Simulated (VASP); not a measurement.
# Si7Ge in VASP: further runs, part 2 of 2

VASP 6.6.1. Earlier steps stand in the parts before.

## Step 4: Single point, PBEsol (shear of c along a, cell held: +2.0 %, then relaxed in part)

Contents of INCAR:

```
SYSTEM = Si7Ge
PREC = Accurate ; ENCUT = 520
EDIFF = 1E-6 ; ISMEAR = 0
SIGMA = 0.01 ; LREAL = .False.
LASPH = .True. ; NELM = 100
ALGO = Normal ; ISIF = 2
LWAVE = .False. ; LCHARG = .False.
GGA = PS ; NBANDS = 31
```

Contents of KPOINTS:

```
regular mesh
0
Gamma
  8 8 8
  0 0 0
```

Contents of POSCAR:

```
Si7Ge
1.0
    5.4591768100      0.0000000000      0.0000000000
    0.0000000000      5.4591768100      0.0000000000
    0.1091835362      0.0000000000      5.4591768100
Si Ge
7 1
Direct
    0.2526690019      0.2512464627      0.2526682910
    0.0000000000      0.5013258948      0.5000000000
    0.5000000000      0.5013255387      0.0000000000
    0.5000000000      0.0010697506      0.5000000000
    0.7473309981      0.2512464627      0.7473317090
    0.7474770811      0.7460456317      0.2525219350
    0.2525229189      0.7460456317      0.7474780650
    0.0000000000      0.0016946272      0.0000000000
```

Potentials or basis: VASP PAW PBE potentials, release 64 (Si, Ge_d).

Started as:

```sh
> cat potpaw_PBE.64/Si/POTCAR potpaw_PBE.64/Ge_d/POTCAR > POTCAR
> mpirun -np 1 vasp_std > vasp.out
```

OUTCAR:

```text
SYSTEM = Si7Ge
   PREC = Accurate
   ENCUT = 520
   EDIFF = 1E-6
   ISMEAR = 0
   LREAL = .False.
   LASPH = .True.
   NELM = 100
   ISIF = 2
   GGA = PS

 ion  position               nearest neighbor table
   1  0.253  0.251  0.253-   2 2.35   3 2.35   4 2.36   8 2.40
   2  0.000  0.501  0.500-   1 2.35   5 2.35   6 2.36   7 2.36
   3  0.500  0.501  0.000-   1 2.35   5 2.35   6 2.36   7 2.36
   4  0.500  0.001  0.500-   6 2.35   7 2.35   1 2.36   5 2.36
   5  0.747  0.251  0.747-   2 2.35   3 2.35   4 2.36   8 2.40
   6  0.747  0.746  0.253-   4 2.35   2 2.36   3 2.36   8 2.38
   7  0.253  0.746  0.747-   4 2.35   2 2.36   3 2.36   8 2.38
   8  0.000  0.002  0.000-   6 2.38   7 2.38   1 2.40   5 2.40

  LATTYP: Found a simple monoclinic cell.
 ALAT       =     5.4591768100
 B/A-ratio  =     1.0000000000
 C/A-ratio  =     1.0001999800
 COS(beta)  =    -0.0199960012

  Lattice vectors:

 A1 = (   5.4591768100,   0.0000000000,   0.0000000000)
 A2 = (   0.0000000000,  -5.4591768100,   0.0000000000)
 A3 = (  -0.1091835362,   0.0000000000,  -5.4591768100)

Analysis of symmetry for initial positions (statically):
=====================================================================
 Subroutine PRICEL returns:
 Original cell was already a primitive cell.

 Routine SETGRP: Setting up the symmetry group for a
 simple monoclinic supercell.

 Subroutine GETGRP returns: Found  2 space group operations
 (whereof  2 operations were pure point group operations)
 out of a pool of  4 trial point group operations.

The static configuration has the point symmetry C_2 .

Analysis of symmetry for dynamics (positions and initial velocities):
=====================================================================
 Subroutine PRICEL returns:
 Original cell was already a primitive cell.

 Routine SETGRP: Setting up the symmetry group for a
 simple monoclinic supercell.

[... 134 lines left out ...]
   IMIX   =      4    mixing-type and parameters
     AMIX     =   0.40;   BMIX     =  1.00
     AMIX_MAG =   1.60;   BMIX_MAG =  1.00
  volume/ion in A,a.u.               =      20.34       137.24
  Fermi-wavevector in a.u.,A,eV,Ry     =   1.042391  1.969834 14.783813  1.086580
  Thomas-Fermi vector in A             =   2.177054
   LORBIT       =      0    0 simple, 1 ext, 2 COOP (PROOUT), +10 PAW based schemes
   GGA     = PS    functional components
   LHFCALC =     F    Hartree Fock is set to
   AEXX    =    0.0000 exact exchange contribution
   IVDW    =     0    specifies the selected vdW correction
   LEPSILON=     F    determine dielectric tensor
   LRPA    =     F    only Hartree local field effects (RPA)
 non-spin polarized calculation
 Gauss-broadening in eV      SIGMA  =   0.01
  energy-cutoff  :      520.00
  volume of cell :      162.70
 maximum number of plane-waves:      4402
 NGX is ok and might be reduce to    42
   NGX = 21   NGY = 21   NGZ = 21

 number of electron      42.0000018 magnetization

 Free energy of the ion-electron system (eV)
  ---------------------------------------------------
  ext. energy  EPLUGINS =         0.00000000
  ---------------------------------------------------
  free energy    TOTEN  =       -45.11443679 eV

  energy without entropy =      -45.11443679  energy(sigma->0) =      -45.11443679

 E-fermi :   5.8709     XC(G=0):  -9.6387

 val. band max:        5.7474253232   @ k =   0.0000   0.0000   0.0000
 cond. band min:       5.9101549513   @ k =   0.0000   0.0000   0.0000
 fundamental gap:      0.1627296281
 Fermi energy:         5.8709324038

 k-point     1 :       0.0000    0.0000    0.0000
  band No.  band energies     occupation
      1     -18.4553      2.00000
      2     -18.4553      2.00000
      3     -18.4552      2.00000
      4     -18.4289      2.00000
      5     -18.4289      2.00000
      6      -6.4473      2.00000
[... 805 lines left out ...]
     30      10.5865      0.00000
     31      10.6892      0.00000

 [... further k-points ...]
[... 5 lines left out ...]
  --------------------------------------------------------------------------------------
  -------------------------------------------------------------------------------------
  Total        0.0450939      0.0409506      0.0857073      0.0000000      0.0000000     -1.4810571
  in kB        0.4440657      0.4032639      0.8440087      0.0000000      0.0000000    -14.5848144
  external PRESSURE =       0.5637794 kB  Pullay stress =       0.0000000 kB

 VOLUME and BASIS-vectors are now :
 -----------------------------------------------------------------------------
  energy-cutoff  :      520.00
  volume of cell :      162.70
      direct lattice vectors                 reciprocal lattice vectors
     5.459176810  0.000000000  0.000000000     0.183177800  0.000000000 -0.003663556
     0.000000000  5.459176810  0.000000000     0.000000000  0.183177800  0.000000000
     0.109183536  0.000000000  5.459176810     0.000000000  0.000000000  0.183177800

 POSITION                                       TOTAL-FORCE (eV/Angst)
 -----------------------------------------------------------------------------------
      1.40695      1.37160      1.37936        -0.003988     -0.005480     -0.003914
      0.05459      2.73683      2.72959         0.000000     -0.000184      0.000000
      2.72959      2.73682      0.00000         0.000000     -0.000187      0.000000
      2.78418      0.00584      2.72959         0.000000      0.001629      0.000000
      4.16141      1.37160      4.07982         0.003988     -0.005480      0.003914
      4.10818      4.07280      1.37856         0.005710      0.004792     -0.005832
      1.46018      4.07280      4.08061        -0.005710      0.004792      0.005832
      0.00000      0.00925      0.00000         0.000000      0.000117      0.000000
 -----------------------------------------------------------------------------------
    total drift:                                0.000000     -0.000920      0.000008

  FREE ENERGIE OF THE ION-ELECTRON SYSTEM (eV)
  ---------------------------------------------------
  free  energy   TOTEN  =       -45.1144367866 eV

  energy  without entropy=      -45.1144367866  energy(sigma->0) =      -45.11443679
```

OSZICAR:

```text
N       E                     dE             d eps       ncg     rms          rms(c)
DAV:   1     0.223366431793E+03    0.22337E+03   -0.17448E+04 13564   0.172E+03
DAV:   2    -0.121937833366E+02   -0.23556E+03   -0.22130E+03 11669   0.479E+02
DAV:   3    -0.444523369991E+02   -0.32259E+02   -0.31704E+02 12765   0.101E+02
DAV:   4    -0.459332504209E+02   -0.14809E+01   -0.14784E+01 13764   0.247E+01
DAV:   5    -0.459692733872E+02   -0.36023E-01   -0.36019E-01 13332   0.386E+00    0.954E+00
DAV:   6    -0.453802057459E+02    0.58907E+00   -0.27740E-01 12612   0.242E+00    0.568E+00
DAV:   7    -0.451113556704E+02    0.26885E+00   -0.52001E-01 11962   0.302E+00    0.353E-01
DAV:   8    -0.451139196042E+02   -0.25639E-02   -0.38390E-02 13717   0.152E+00    0.169E-01
DAV:   9    -0.451143081062E+02   -0.38850E-03   -0.19462E-03 13854   0.341E-01    0.114E-01
DAV:  10    -0.451144150315E+02   -0.10693E-03   -0.28431E-04 12468   0.859E-02    0.448E-02
DAV:  11    -0.451144364220E+02   -0.21391E-04   -0.46877E-05 12875   0.398E-02    0.633E-03
DAV:  12    -0.451144367866E+02   -0.36452E-06   -0.16246E-06 10406   0.101E-02
   1 F= -.45114437E+02 E0= -.45114437E+02  d E =-.229579E-11
```

stdout:

```text
POSCAR found type information on POSCAR SiGe
 POSCAR found :  2 types and       8 ions
 scaLAPACK will be used
 -----------------------------------------------------------------------------
|                                                                             |
|                                                                             |
|     You enforced a specific xc type in the INCAR file but a different       |
|     I HOPE YOU KNOW WHAT YOU ARE DOING!                                     |
|                                                                             |
 -----------------------------------------------------------------------------

 LDA part: xc-table for (Slater+PW92), standard interpolation
 POSCAR, INCAR and KPOINTS ok, starting setup
 FFT: planning ... GRIDC
 FFT: planning ... GRID_SOFT
 FFT: planning ... GRID
 WAVECAR not read
 entering main loop
```

Wall time 13 min (1 thread of Intel Xeon 6975P-C, shared host); peak memory 0.75 GiB.

What came out:

- Free energy: -45.1144 eV
- Pressure: 0.1 GPa
- Largest force: 0.009 eV/Å
- Band gap on the k mesh: 0.16 eV, direct

Forces on the atoms (eV/Å):
```
Si  -0.004 -0.005 -0.004
Si   0.000  0.000  0.000
Si   0.000  0.000  0.000
Si   0.000  0.002  0.000
Si   0.004 -0.005  0.004
Si   0.006  0.005 -0.006
Si  -0.006  0.005  0.006
Ge   0.000  0.000  0.000
```

Caveat: the cell differs from its parent crystal (shear of c along a, cell held: +2.0 %, then relaxed in part); the PAW data sets were made with another functional, which shifts forces and pressure a little. A k mesh can miss the band edges.

## Step 5: The runs side by side

| cell | k mesh | smearing | gap on the mesh (eV) | pressure (GPa) | largest force (eV/Å) |
| --- | --- | --- | --- | --- | --- |
| a = 5.178 Å, 8 atoms | 8 × 8 × 8 | gaussian 0.01 eV | none | 20.2 | 0.02 |
| a = 5.459 Å, 8 atoms | 6 × 6 × 6 | gaussian 0.03 eV | 0.27 | 0.1 | 0.01 |
| a = 5.459, b = 5.459, c = 5.460 Å, angles 90.0, 88.9, 90.0°, 8 atoms | 8 × 8 × 8 | gaussian 0.01 eV | 0.16 | 0.1 | 0.01 |

Alike in all rows: task single point; level PBEsol; potentials or basis VASP PAW PBE potentials, release 64 (Si, Ge_d); no spin polarisation; cutoff (eV) 520.

Caveats: the PAW data sets were made with another functional, which shifts forces and pressure a little.

Absolute energies hang on the potentials; compare differences alone.
